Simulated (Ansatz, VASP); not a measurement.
## BAs2: VASP beside Ansatz

```xyz
6
Lattice="-3.7038 3.7038 2.1139 3.7038 -3.7038 2.1139 3.7038 3.7038 -2.1139" Properties=species:S:1:pos:R:3 pbc="T T T"
B     0.0000    0.0000    2.9337
B     0.0000    0.0000    1.2940
As    5.5862    0.0000    0.0000
As    1.8214    0.0000    0.0000
As    0.0000    5.5862    0.0000
As    0.0000    1.8214    0.0000
```

Alike in both runs: functional PBE; k mesh 6 × 6 × 6; occupations gaussian, width 0.1 eV; no spin polarisation.

Ansatz relaxed the structure, and its values are those at the end. VASP's run is a single point on that final structure, the one shown.

|  | VASP | Ansatz |
| --- | --- | --- |
| version | VASP 6.6.1 | Ansatz 0.2.0 |
| potentials or method | VASP PAW PBE potentials, release 64 (B, As_d), cutoff 600 eV | scalar-relativistic, plane waves, PAW |
| valence electrons in the cell | 66 | 66 |

Ansatz gave:

* gap on the k mesh at the Fermi level (eV): none
* pressure (GPa): 0.0
* rms of the force components (eV/Å): 0.005

Problem. Which values does VASP return?

Solution. gap on the k mesh at the Fermi level (eV): none; pressure (GPa): 0.1; rms of the force components (eV/Å): 0.008.

A gap of «none» marks a metal or a gap that the smearing closes. With one functional, cell and mesh, what is left measures potentials, basis and numerics.
